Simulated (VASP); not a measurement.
# HfN (Imm2) in VASP: notebook, part 2 of 2

VASP 6.6.1. Earlier steps stand in the parts before.

### 3 Single point, r2SCAN (all Hf atoms moved -0.050 Å, as atom 1 along Cartesian [0 0 1])

POSCAR

```
HfN
1.0
    0.0000000000      2.4548220000      2.4548220000
    2.4548220000      0.0000000000      2.4548220000
    2.4548220000      2.4548220000      0.0000000000
Hf N
1 1
Direct
   -0.0101840378     -0.0101840378      0.0101840378
    0.7500000000      0.7500000000      0.7500000000
```

INCAR.step1

```
PREC     = Accurate       # precision mode
ENCUT    = 520            # plane-wave cutoff, eV
ISMEAR   = 0              # smearing method
SIGMA    = 0.15           # smearing width, eV
LREAL    = False          # projectors in reciprocal space
LASPH    = True           # aspherical terms in the spheres
NELM     = 100            # most SCF steps
NBANDS   = 14             # bands
GGA      = PE             # functional
ALGO     = Normal         # electronic algorithm
EDIFF    = 1E-4           # SCF threshold, eV
LWAVE    = True           # write WAVECAR
LCHARG   = False          # write CHGCAR
```

INCAR.step2

```
PREC     = Accurate       # precision mode
ENCUT    = 520            # plane-wave cutoff, eV
EDIFF    = 1E-7           # SCF threshold, eV
ISMEAR   = 0              # smearing method
SIGMA    = 0.15           # smearing width, eV
LREAL    = False          # projectors in reciprocal space
LASPH    = True           # aspherical terms in the spheres
NELM     = 100            # most SCF steps
ALGO     = Normal         # electronic algorithm
ISIF     = 2              # what is computed and relaxed
LWAVE    = False          # write WAVECAR
LCHARG   = False          # write CHGCAR
METAGGA  = R2SCAN         # meta-GGA
LMIXTAU  = True         
NBANDS   = 14             # bands
ISTART   = 1
```

KPOINTS

```
Automatic mesh
0
Gamma
  16 16 16
```

Potentials or basis: VASP PAW PBE potentials, release 64 (Hf_pv, N).

Launch:

```
$ cat potpaw_PBE.64/Hf_pv/POTCAR potpaw_PBE.64/N/POTCAR > POTCAR
$ cp INCAR.step1 INCAR
$ mpirun -np 1 vasp_std > vasp.out
$ cp INCAR.step2 INCAR
$ mpirun -np 1 vasp_std > vasp.out
```

OUTCAR:

```text
PREC = Accurate
   ENCUT = 520
   EDIFF = 1E-7
   ISMEAR = 0
   LREAL = False
   LASPH = True
   NELM = 100
   ISIF = 2
   METAGGA = R2SCAN
   ISTART = 1

 ion  position               nearest neighbor table
   1  0.990  0.990  0.010-   2 2.10   2 2.10   2 2.16   2 2.16
   2  0.750  0.750  0.750-   1 2.10   1 2.10   1 2.16   1 2.16

  LATTYP: Found a face centered cubic cell.
 ALAT       =     4.9096440000

  Lattice vectors:

 A1 = (   0.0000000000,   2.4548220000,   2.4548220000)
 A2 = (   2.4548220000,   0.0000000000,   2.4548220000)
 A3 = (   2.4548220000,   2.4548220000,   0.0000000000)

Analysis of symmetry for initial positions (statically):
=====================================================================
 Subroutine PRICEL returns:
 Original cell was already a primitive cell.

 Routine SETGRP: Setting up the symmetry group for a
 face centered cubic supercell.

 Subroutine GETGRP returns: Found  4 space group operations
 (whereof  4 operations were pure point group operations)
 out of a pool of 48 trial point group operations.

The static configuration has the point symmetry C_2v.

Analysis of symmetry for dynamics (positions and initial velocities):
=====================================================================
 Subroutine PRICEL returns:
 Original cell was already a primitive cell.

 Routine SETGRP: Setting up the symmetry group for a
 face centered cubic supercell.

 Subroutine GETGRP returns: Found  4 space group operations
 (whereof  4 operations were pure point group operations)
 out of a pool of 48 trial point group operations.

The dynamic configuration has the point symmetry C_2v.

 Subroutine INISYM returns: Found  4 space group operations
 (whereof  4 operations are pure point group operations),
 and found     1 'primitive' translations

----------------------------------------------------------------------------------------

                                     Primitive cell

  volume of cell :      29.5863

  direct lattice vectors                    reciprocal lattice vectors
     0.000000000  2.454822000  2.454822000    -0.203680756  0.203680756  0.203680756
     2.454822000  0.000000000  2.454822000     0.203680756 -0.203680756  0.203680756
     2.454822000  2.454822000  0.000000000     0.203680756  0.203680756 -0.203680756

  length of vectors
     3.471642566  3.471642566  3.471642566     0.352785417  0.352785417  0.352785417

  position of ions in fractional coordinates (direct lattice)
     0.989815962  0.989815962  0.010184038
     0.750000000  0.750000000  0.750000000

  ion indices of the primitive-cell ions
   primitive index   ion index
                 1           1
                 2           2

----------------------------------------------------------------------------------------

 KPOINTS: Automatic mesh

Automatic generation of k-mesh.
 Grid dimensions read from file:
 generate k-points for:   16   16   16

 Generating k-lattice:

  Cartesian coordinates                     Fractional coordinates (reciprocal lattice)
    -0.012730047  0.012730047  0.012730047     0.062500000  0.000000000  0.000000000
     0.012730047 -0.012730047  0.012730047     0.000000000  0.062500000  0.000000000
     0.012730047  0.012730047 -0.012730047     0.000000000  0.000000000  0.062500000

  Length of vectors
     0.022049089  0.022049089  0.022049089

  Shift w.r.t. Gamma in fractional coordinates (k-lattice)
     0.000000000  0.000000000  0.000000000

 Subroutine IBZKPT returns following result:
 ===========================================

 Found    621 irreducible k-points:

 Following reciprocal coordinates:
            Coordinates               Weight
  0.000000  0.000000  0.000000      1.000000
  0.062500  0.000000  0.000000      4.000000
  0.000000  0.000000  0.062500      4.000000
  0.125000  0.000000  0.000000      4.000000
  0.000000  0.000000  0.125000      4.000000
  0.187500  0.000000  0.000000      4.000000
[... 16 lines left out ...]
  0.062500  0.062500 -0.062500      4.000000
  0.187500  0.062500  0.000000      4.000000
 [... further k-points ...]
   k-points           NKPTS =    621   k-points in BZ     NKDIM =    621   number of bands    NBANDS=     14
   number of dos      NEDOS =    301   number of ions     NIONS =      2
   total plane-waves  NPLWV =  21952
   dimension x,y,z NGX =    28 NGY =   28 NGZ =   28
   dimension x,y,z NGXF=    56 NGYF=   56 NGZF=   56
   ions per type =               1   1
   NGX,Y,Z   is equivalent  to a cutoff of  13.41, 13.41, 13.41 a.u.
   NGXF,Y,Z  is equivalent  to a cutoff of  26.82, 26.82, 26.82 a.u.
 SYSTEM =  unknown system
   PREC   = accura    normal or accurate (medium, high low for compatibility)
   ISTART =      1    job   : 0-new  1-cont  2-samecut
   ICHARG =      0    charge: 1-file 2-atom 10-const
   ISPIN  =      1    spin polarized calculation?
   LNONCOLLINEAR =      F non collinear calculations
   LSORBIT =      F    spin-orbit coupling
   LASPH  =      T    aspherical Exc in radial PAW
   ENCUT  =  520.0 eV  38.22 Ry    6.18 a.u.   6.45  6.45  6.45*2*pi/ulx,y,z
   NELM   =    100;   NELMIN=  2; NELMDL=  0     # of ELM steps
   EDIFF  = 0.1E-06   stopping-criterion for ELM
   LREAL  =      F    real-space projection
   EDIFFG = 0.1E-05   stopping-criterion for IOM
   NSW    =      0    number of steps for IOM
   IBRION =     -1    ionic relax: 0-MD 1-quasi-New 2-CG
   NFREE  =      0    steps in history (QN), initial steepest desc. (CG)
   ISIF   =      2    stress and relaxation
   ISYM   =      2    0-nonsym 1-usesym 2-fastsym
   POTIM  = 0.5000    time-step for ionic-motion
   TEBEG  =    0.0;   TEEND  =   0.0 temperature during run
   PSTRESS=    0.0 pullay stress
   NELECT =      15.0000    total number of electrons
   NUPDOWN=      -1.0000    fix difference up-down
   EMIN   =  10.00;   EMAX   =-10.00  energy-range for DOS
   EFERMI =   0.00;   METHOD = LEGACY
   ISMEAR =     0;   SIGMA  =   0.15  broadening in eV -4-tet -1-fermi 0-gaus
   EFERMI_NEDOS =   21; number of points for ismear=-14 and -15
   IALGO  =     38    algorithm
   IMIX   =      4    mixing-type and parameters
     AMIX     =   0.40;   BMIX     =  1.00
     AMIX_MAG =   1.60;   BMIX_MAG =  1.00
  volume/ion in A,a.u.               =      14.79        99.83
  Fermi-wavevector in a.u.,A,eV,Ry     =   1.305395  2.466839 23.185087  1.704056
  Thomas-Fermi vector in A             =   2.436267
   LORBIT       =      0    0 simple, 1 ext, 2 COOP (PROOUT), +10 PAW based schemes
   METAGGA = R2SCAN    functional components
   LHFCALC =     F    Hartree Fock is set to
   AEXX    =    0.0000 exact exchange contribution
   IVDW    =     0    specifies the selected vdW correction
   LEPSILON=     F    determine dielectric tensor
   LRPA    =     F    only Hartree local field effects (RPA)
 non-spin polarized calculation
 Gauss-broadening in eV      SIGMA  =   0.15
  energy-cutoff  :      520.00
  volume of cell :       29.59
 maximum number of plane-waves:       821
 NGX is ok and might be reduce to    28
   NGX = 13   NGY = 13   NGZ = 13

 number of electron      14.9999999 magnetization

 Free energy of the ion-electron system (eV)
  ---------------------------------------------------
  ext. energy  EPLUGINS =         0.00000000
  ---------------------------------------------------
  free energy    TOTEN  =       -57.69908499 eV

  energy without entropy =      -57.69183562  energy(sigma->0) =      -57.69546031

 E-fermi :   5.7981     XC(G=0): -11.9463

 val. band max:        5.7878508922   @ k =   0.0625   0.5000   0.2500
 cond. band min:       5.8023366162   @ k =   0.3125   0.2500   0.0625
 fundamental gap:      0.0144857240
 Fermi energy:         5.7980843761

 k-point     1 :       0.0000    0.0000    0.0000
  band No.  band energies     occupation
      1     -26.5741      2.00000
      2     -26.5723      2.00000
      3     -26.5694      2.00000
      4     -11.4608      2.00000
      5      -0.1074      2.00000
      6      -0.0373      2.00000
      7       0.0554      2.00000
      8       5.0917      2.00000
      9       8.2351      0.00000
     10       8.2419      0.00000
     11      12.3686      0.00000
     12      12.7354      0.00000
     13      12.9957      0.00000
     14      16.9785      0.00000
[... 375 lines left out ...]
 k-point    24 :       0.1875    0.0625    0.0000
  band No.  band energies     occupation
      1     -26.7034      2.00000
      2     -26.6002      2.00000
      3     -26.5892      2.00000
      4     -11.1357      2.00000
      5      -0.5370      2.00000
      6       0.1508      2.00000
      7       0.2233      2.00000
      8       6.5307      0.00000
      9       7.5449      0.00000
     10       8.2349      0.00000
     11      11.9418      0.00000
     12      13.1551      0.00000
     13      13.2076      0.00000
     14      16.8151      0.00000

 [... further k-points ...]
[... 5 lines left out ...]
  --------------------------------------------------------------------------------------
  -------------------------------------------------------------------------------------
  Total       -0.5879026     -0.5879026     -0.6193841      0.4873727      0.0000000      0.0000000
  in kB      -31.8365460    -31.8365460    -33.5413567     26.3925729      0.0000000      0.0000000
  external PRESSURE =     -32.4048162 kB  Pullay stress =       0.0000000 kB

 VOLUME and BASIS-vectors are now :
 -----------------------------------------------------------------------------
  energy-cutoff  :      520.00
  volume of cell :       29.59
      direct lattice vectors                 reciprocal lattice vectors
     0.000000000  2.454822000  2.454822000    -0.203680756  0.203680756  0.203680756
     2.454822000  0.000000000  2.454822000     0.203680756 -0.203680756  0.203680756
     2.454822000  2.454822000  0.000000000     0.203680756  0.203680756 -0.203680756

 POSITION                                       TOTAL-FORCE (eV/Angst)
 -----------------------------------------------------------------------------------
      2.45482      2.45482      4.85964         0.000000      0.000000      0.586110
      3.68223      3.68223      3.68223        -0.000000     -0.000000     -0.586110
 -----------------------------------------------------------------------------------
    total drift:                               -0.000001     -0.000001      0.000387

  FREE ENERGIE OF THE ION-ELECTRON SYSTEM (eV)
  ---------------------------------------------------
  free  energy   TOTEN  =       -57.6990849932 eV

  energy  without entropy=      -57.6918356204  energy(sigma->0) =      -57.69546031
```

Run time: 12 min. Hardware: 1 thread of Intel Xeon Platinum 8488C (Sapphire Rapids), shared host; peak memory 0.38 GiB.

What came out:

| Quantity | Value |
| --- | --- |
| Free energy | -57.6991 eV |
| Pressure | -3.2 GPa |
| Largest force | 0.586 eV/Å |

Forces in eV/Å, atoms in the order of the input:
```
Hf   0.000  0.000  0.586
N    0.000  0.000 -0.586
```

Levels at points of the mesh, in eV from the Fermi level:
```tsv
k point	band 3	band 4	band 5	band 6	band 7	band 8	band 9	band 10	band 11	band 12
(0.00, 0.00, 0.00)	-32.37	-17.26	-5.91	-5.84	-5.74	-0.71	2.44	2.44	6.57	6.94
(0.50, 0.00, 0.00)	-32.43	-16.24	-6.10	-5.33	-5.24	1.72	2.82	3.14	4.66	5.65
(0.00, 0.00, 0.50)	-32.43	-16.14	-6.09	-5.18	-5.08	1.37	2.76	3.12	4.63	5.24
(0.50, 0.50, 0.00)	-32.53	-15.84	-7.19	-4.02	-3.89	-1.31	2.49	4.30	4.74	4.92
(0.00, 0.50, 0.50)	-32.53	-15.83	-7.20	-3.97	-3.96	-1.28	2.47	4.30	4.82	4.84
```

Caveat: the cell differs from its parent crystal (all Hf atoms moved -0.050 Å, as atom 1 along Cartesian [0 0 1]); the PAW data sets were made with another functional, which shifts forces and pressure a little; spin-orbit coupling is left out, which moves the levels of the heavy elements.
